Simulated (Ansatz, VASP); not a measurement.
## Two plane-wave programs on Al2O3

```
Al O
1.0
     2.40444    1.38820    4.37467
    -2.40444    1.38820    4.37467
     0.00000   -2.77641    4.37467
Al O
4 6
Cartesian
  0.0000 0.0000 4.6216
  0.0000 0.0000 1.9404
  0.0000 0.0000 8.5024
  0.0000 0.0000 11.1836
  -0.9321 1.3882 7.6557
  -0.7362 -1.5013 7.6557
  1.6683 0.1131 7.6557
  0.9321 -1.3882 5.4683
  0.7362 1.5013 5.4683
  -1.6683 -0.1131 5.4683
```

Alike in both runs: functional PBE; k mesh 6 × 6 × 6; occupations gaussian, width 0.02 eV; no spin polarisation.

Ansatz relaxed the structure, and its values are those at the end. VASP's run is a single point on that final structure, the one shown.

```csv
,VASP,Ansatz
version,VASP 6.6.1,Ansatz 0.2.0
potentials or method,"VASP PAW PBE potentials, release 64 (Al, O), cutoff 520 eV","scalar-relativistic, plane waves, PAW"
valence electrons in the cell,48,48
```

Ansatz gave:

- gap on the k mesh at the Fermi level (eV): 5.85
- least direct gap on the mesh (eV): 5.85
- pressure (GPa): 0.0

Estimate VASP's values.

gap on the k mesh at the Fermi level (eV): 5.85; least direct gap on the mesh (eV): 5.85; pressure (GPa): -0.2.
